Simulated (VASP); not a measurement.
# CdF2 (Fm-3m) in VASP: further runs

Runs on CdF2. Level: PBE+D3(BJ). Tasks: single point.

Everything below comes from runs of VASP 6.6.1. Logs are shortened: lines on timing, memory, paths and dates and some standing lists are left out, and cuts for length are marked.

### 1 The cell of the first run

The structure is cubic, space group Fm-3m (No. 225). The conventional cell has a = 5.217 Å, b = 5.217 Å, c = 5.217 Å, α = 90.00°, β = 90.00°, γ = 90.00°. Cd (site symmetry m-3m) has 8 F at 2.26 Å within 3.0 Å. Within 3.0 Å of F (site symmetry -43m) lie 4 Cd at 2.26 Å and 6 F at 2.61 Å.

### 2 Single point, PBE+D3(BJ) (volume scaled by 0.88)

INCAR reads:

```
SYSTEM = CdF2
ALGO = Normal ; EDIFF = 1E-6
ENCUT = 520 ; GGA = PE
ISIF = 2 ; ISMEAR = 0
IVDW = 12 ; LASPH = .TRUE.
LCHARG = .TRUE. ; LELF = .TRUE.
LREAL = .FALSE. ; LVHAR = .TRUE.
LWAVE = .FALSE. ; NBANDS = 20
NELM = 100 ; PREC = Accurate
SIGMA = 0.02
```

KPOINTS reads:

```
k-points
0
G
  8 8 8
  0 0 0
```

POSCAR reads:

```
CdF2
1.0
    0.0000000000      2.6086797945      2.6086797945
    2.6086797945      0.0000000000      2.6086797945
    2.6086797945      2.6086797945      0.0000000000
Cd F
1 2
Direct
    0.0000000000      0.0000000000      0.0000000000
    0.2500000000      0.2500000000      0.2500000000
    0.7500000000      0.7500000000      0.7500000000
```

Potentials or basis: VASP PAW PBE potentials, release 64 (Cd, F).

Started as:

```sh
$ cat potpaw_PBE.64/Cd/POTCAR potpaw_PBE.64/F/POTCAR > POTCAR
$ mpirun -np 1 vasp_std > vasp.out
```

OUTCAR:

```text
SYSTEM = CdF2
   EDIFF = 1E-6
   ENCUT = 520
   GGA = PE
   ISIF = 2
   ISMEAR = 0
   IVDW = 12
   LASPH = .TRUE.
   LREAL = .FALSE.
   NELM = 100
   PREC = Accurate
 IVDW          = 12

 ion  position               nearest neighbor table
   1  0.000  0.000  0.000-   3 2.26   3 2.26   3 2.26   2 2.26   2 2.26   2 2.26   3 2.26   2 2.26

   2  0.250  0.250  0.250-   1 2.26   1 2.26   1 2.26   1 2.26
   3  0.750  0.750  0.750-   1 2.26   1 2.26   1 2.26   1 2.26

  LATTYP: Found a face centered cubic cell.
 ALAT       =     5.2173595890

  Lattice vectors:

 A1 = (   0.0000000000,   2.6086797945,   2.6086797945)
 A2 = (   2.6086797945,   0.0000000000,   2.6086797945)
 A3 = (   2.6086797945,   2.6086797945,   0.0000000000)

Analysis of symmetry for initial positions (statically):
=====================================================================
 Subroutine PRICEL returns:
 Original cell was already a primitive cell.

 Routine SETGRP: Setting up the symmetry group for a
 face centered cubic supercell.

 Subroutine GETGRP returns: Found 48 space group operations
 (whereof 48 operations were pure point group operations)
 out of a pool of 48 trial point group operations.

The static configuration has the point symmetry O_h .

Analysis of symmetry for dynamics (positions and initial velocities):
=====================================================================
 Subroutine PRICEL returns:
 Original cell was already a primitive cell.

 Routine SETGRP: Setting up the symmetry group for a
 face centered cubic supercell.

 Subroutine GETGRP returns: Found 48 space group operations
 (whereof 48 operations were pure point group operations)
 out of a pool of 48 trial point group operations.

The dynamic configuration has the point symmetry O_h .

 Subroutine INISYM returns: Found 48 space group operations
 (whereof 48 operations are pure point group operations),
 and found     1 'primitive' translations

----------------------------------------------------------------------------------------

                                     Primitive cell

  volume of cell :      35.5052

  direct lattice vectors                    reciprocal lattice vectors
     0.000000000  2.608679794  2.608679794    -0.191667832  0.191667832  0.191667832
     2.608679794  0.000000000  2.608679794     0.191667832 -0.191667832  0.191667832
     2.608679794  2.608679794  0.000000000     0.191667832  0.191667832 -0.191667832

  length of vectors
     3.689230345  3.689230345  3.689230345     0.331978423  0.331978423  0.331978423

  position of ions in fractional coordinates (direct lattice)
     0.000000000  0.000000000  0.000000000
     0.250000000  0.250000000  0.250000000
     0.750000000  0.750000000  0.750000000

  ion indices of the primitive-cell ions
   primitive index   ion index
                 1           1
                 2           2
                 3           3

----------------------------------------------------------------------------------------

 KPOINTS: k-points

Automatic generation of k-mesh.
 Grid dimensions read from file:
 generate k-points for:    8    8    8

 Generating k-lattice:

  Cartesian coordinates                     Fractional coordinates (reciprocal lattice)
    -0.023958479  0.023958479  0.023958479     0.125000000  0.000000000  0.000000000
     0.023958479 -0.023958479  0.023958479     0.000000000  0.125000000  0.000000000
     0.023958479  0.023958479 -0.023958479     0.000000000  0.000000000  0.125000000

  Length of vectors
     0.041497303  0.041497303  0.041497303

  Shift w.r.t. Gamma in fractional coordinates (k-lattice)
     0.000000000  0.000000000  0.000000000

 Subroutine IBZKPT returns following result:
 ===========================================

 Found     29 irreducible k-points:

 Following reciprocal coordinates:
            Coordinates               Weight
  0.000000  0.000000  0.000000      1.000000
  0.125000  0.000000  0.000000      8.000000
  0.250000  0.000000  0.000000      8.000000
  0.375000  0.000000  0.000000      8.000000
  0.500000  0.000000  0.000000      4.000000
  0.125000  0.125000  0.000000      6.000000
[... 16 lines left out ...]
  0.500000  0.250000  0.125000     48.000000
 -0.375000  0.250000  0.125000     24.000000
 [... further k-points ...]
   k-points           NKPTS =     29   k-points in BZ     NKDIM =     29   number of bands    NBANDS=     20
   number of dos      NEDOS =    301   number of ions     NIONS =      3
   total plane-waves  NPLWV =  21952
   dimension x,y,z NGX =    28 NGY =   28 NGZ =   28
   dimension x,y,z NGXF=    56 NGYF=   56 NGZF=   56
   ions per type =               1   2
   NGX,Y,Z   is equivalent  to a cutoff of  12.62, 12.62, 12.62 a.u.
   NGXF,Y,Z  is equivalent  to a cutoff of  25.23, 25.23, 25.23 a.u.
 SYSTEM =  CdF2
   PREC   = accura    normal or accurate (medium, high low for compatibility)
   ISTART =      0    job   : 0-new  1-cont  2-samecut
   ICHARG =      2    charge: 1-file 2-atom 10-const
   ISPIN  =      1    spin polarized calculation?
   LNONCOLLINEAR =      F non collinear calculations
   LSORBIT =      F    spin-orbit coupling
   LASPH  =      T    aspherical Exc in radial PAW
   ENCUT  =  520.0 eV  38.22 Ry    6.18 a.u.   6.86  6.86  6.86*2*pi/ulx,y,z
   NELM   =    100;   NELMIN=  2; NELMDL= -5     # of ELM steps
   EDIFF  = 0.1E-05   stopping-criterion for ELM
   LREAL  =      F    real-space projection
   EDIFFG = 0.1E-04   stopping-criterion for IOM
   NSW    =      0    number of steps for IOM
   IBRION =     -1    ionic relax: 0-MD 1-quasi-New 2-CG
   NFREE  =      0    steps in history (QN), initial steepest desc. (CG)
   ISIF   =      2    stress and relaxation
   ISYM   =      2    0-nonsym 1-usesym 2-fastsym
   POTIM  = 0.5000    time-step for ionic-motion
   TEBEG  =    0.0;   TEEND  =   0.0 temperature during run
   PSTRESS=    0.0 pullay stress
   NELECT =      26.0000    total number of electrons
   NUPDOWN=      -1.0000    fix difference up-down
   EMIN   =  10.00;   EMAX   =-10.00  energy-range for DOS
   EFERMI =   0.00;   METHOD = LEGACY
   ISMEAR =     0;   SIGMA  =   0.02  broadening in eV -4-tet -1-fermi 0-gaus
   EFERMI_NEDOS =   21; number of points for ismear=-14 and -15
   IALGO  =     38    algorithm
   IMIX   =      4    mixing-type and parameters
     AMIX     =   0.40;   BMIX     =  1.00
     AMIX_MAG =   1.60;   BMIX_MAG =  1.00
  volume/ion in A,a.u.               =      11.84        79.87
  Fermi-wavevector in a.u.,A,eV,Ry     =   1.475600  2.788479 29.625243  2.177394
  Thomas-Fermi vector in A             =   2.590229
   LORBIT       =      0    0 simple, 1 ext, 2 COOP (PROOUT), +10 PAW based schemes
   GGA     = PE    functional components
   LHFCALC =     F    Hartree Fock is set to
   AEXX    =    0.0000 exact exchange contribution
   IVDW    =    12    specifies the selected vdW correction
   LEPSILON=     F    determine dielectric tensor
   LRPA    =     F    only Hartree local field effects (RPA)
 non-spin polarized calculation
 Gauss-broadening in eV      SIGMA  =   0.02
  energy-cutoff  :      520.00
  volume of cell :       35.51
 maximum number of plane-waves:       982
   NGX = 13   NGY = 13   NGZ = 13

 number of electron      26.0000015 magnetization

 Free energy of the ion-electron system (eV)
  ---------------------------------------------------
  ext. energy  EPLUGINS =         0.00000000
  ---------------------------------------------------
  free energy    TOTEN  =       -10.55897836 eV

  energy without entropy =      -10.55897836  energy(sigma->0) =      -10.55897836

 E-fermi :  -0.3630     XC(G=0): -10.9486

 val. band max:       -0.5173556309   @ k =  -0.2500   0.5000   0.2500
 cond. band min:       2.8967579151   @ k =   0.0000   0.0000   0.0000
 fundamental gap:      3.4141135460
 Fermi energy:        -0.3630450491

 k-point     1 :       0.0000    0.0000    0.0000
  band No.  band energies     occupation
      1     -21.9234      2.00000
      2     -20.5180      2.00000
      3      -6.5225      2.00000
      4      -6.5225      2.00000
      5      -6.5225      2.00000
      6      -4.8444      2.00000
[... 12 lines left out ...]
     19      20.0735      0.00000
     20      20.0735      0.00000

 k-point     2 :       0.1250    0.0000    0.0000
  band No.  band energies     occupation
      1     -21.8607      2.00000
      2     -20.5762      2.00000
      3      -6.4483      2.00000
      4      -6.4483      2.00000
      5      -6.3141      2.00000
      6      -4.8749      2.00000
[... 12 lines left out ...]
     19      19.6978      0.00000
     20      19.6978      0.00000

 k-point     3 :       0.2500    0.0000    0.0000
  band No.  band energies     occupation
      1     -21.6898      2.00000
      2     -20.7323      2.00000
      3      -6.2734      2.00000
      4      -6.2734      2.00000
      5      -5.7468      2.00000
      6      -4.9062      2.00000
[... 12 lines left out ...]
     19      19.0415      0.00000
     20      20.1231      0.00000

 k-point     4 :       0.3750    0.0000    0.0000
  band No.  band energies     occupation
      1     -21.4563      2.00000
      2     -20.9453      2.00000
      3      -6.1230      2.00000
      4      -6.1230      2.00000
      5      -4.9932      2.00000
      6      -4.8354      2.00000
[... 12 lines left out ...]
     19      18.5414      0.00000
     20      19.5350      0.00000

 k-point     5 :       0.5000    0.0000    0.0000
  band No.  band energies     occupation
      1     -21.2504      2.00000
      2     -21.1421      2.00000
      3      -6.0751      2.00000
      4      -6.0751      2.00000
      5      -4.7530      2.00000
      6      -4.7530      2.00000
[... 12 lines left out ...]
     19      18.3468      0.00000
     20      19.1170      0.00000
[... 353 lines left out ...]
      6      -4.6906      2.00000
[... 12 lines left out ...]
     19      19.9287      0.00000
     20      21.3692      0.00000

 k-point    22 :       0.3750    0.2500    0.1250
  band No.  band energies     occupation
      1     -21.5687      2.00000
      2     -20.8301      2.00000
      3      -6.1285      2.00000
      4      -6.0438      2.00000
      5      -5.3553      2.00000
      6      -5.3033      2.00000
[... 12 lines left out ...]
     19      19.6752      0.00000
     20      22.4319      0.00000

 k-point    23 :       0.5000    0.2500    0.1250
  band No.  band energies     occupation
      1     -21.3803      2.00000
      2     -20.9932      2.00000
      3      -6.0261      2.00000
      4      -5.8406      2.00000
      5      -5.2781      2.00000
      6      -4.8747      2.00000
[... 12 lines left out ...]
     19      19.1236      0.00000
     20      22.3021      0.00000

 k-point    24 :      -0.3750    0.2500    0.1250
  band No.  band energies     occupation
      1     -21.2082      2.00000
      2     -21.1539      2.00000
      3      -5.9915      2.00000
      4      -5.7908      2.00000
      5      -5.0419      2.00000
      6      -4.9332      2.00000
[... 12 lines left out ...]
     19      18.8883      0.00000
     20      22.5250      0.00000

 [... further k-points ...]

------------------------ aborting loop because EDIFF is reached ----------------------------------------

 Edisp (eV)   -0.55376

 E8    (eV) :    -0.2088

  FORCE on cell =-STRESS in cart. coord.  units (eV):
  Direction    XX          YY          ZZ          XY          YZ          ZX
  --------------------------------------------------------------------------------------
  -------------------------------------------------------------------------------------
  Total       4.12022     4.12022     4.12022     0.00000    -0.00000     0.00000
  in kB     185.92519   185.92519   185.92519     0.00000    -0.00000     0.00000
  external pressure =      185.93 kB  Pullay stress =        0.00 kB

 VOLUME and BASIS-vectors are now :
 -----------------------------------------------------------------------------
  energy-cutoff  :      520.00
  volume of cell :       35.51
      direct lattice vectors                 reciprocal lattice vectors
     0.000000000  2.608679794  2.608679794    -0.191667832  0.191667832  0.191667832
     2.608679794  0.000000000  2.608679794     0.191667832 -0.191667832  0.191667832
     2.608679794  2.608679794  0.000000000     0.191667832  0.191667832 -0.191667832

 POSITION                                       TOTAL-FORCE (eV/Angst)
 -----------------------------------------------------------------------------------
      0.00000      0.00000      0.00000        -0.000000     -0.000000     -0.000000
      1.30434      1.30434      1.30434         0.000000      0.000000     -0.000000
      3.91302      3.91302      3.91302        -0.000000     -0.000000      0.000000
 -----------------------------------------------------------------------------------
    total drift:                                0.000000      0.000000      0.000000

  FREE ENERGIE OF THE ION-ELECTRON SYSTEM (eV)
  ---------------------------------------------------
  free  energy   TOTEN  =       -11.1127401660 eV

  energy  without entropy=      -11.1127401660  energy(sigma->0) =      -11.11274017
```

Run time: 38 s. Hardware: 1 thread of Intel Xeon Platinum 8259CL at 2.50GHz (Skylake/Cascade Lake), shared host; peak memory 0.18 GiB.

Results:

```yaml
Free_energy: -11.1127 eV
Pressure: 18.6 GPa
Band_gap_on_the_k_mesh: 3.41 eV, indirect (least direct gap 3.77 eV)
Dispersion_energy_per_atom: -0.185 eV
```

Levels at points of the mesh, in eV from the valence-band top:
```csv
k point,band 9,band 10,band 11,band 12,band 13,band 14,band 15,band 16,band 17,band 18
"(0.00, 0.00, 0.00)",-1.25,-1.25,-0.36,-0.36,-0.36,3.41,13.14,13.14,13.14,18.52
"(0.50, 0.00, 0.00)",-2.74,-2.24,-2.24,-0.32,-0.32,7.92,9.46,15.36,15.36,18.86
"(0.50, 0.50, 0.00)",-3.52,-3.18,-0.71,-0.10,-0.10,8.80,10.19,12.10,15.16,15.16
```

(Part 1 of 3 ends here.)
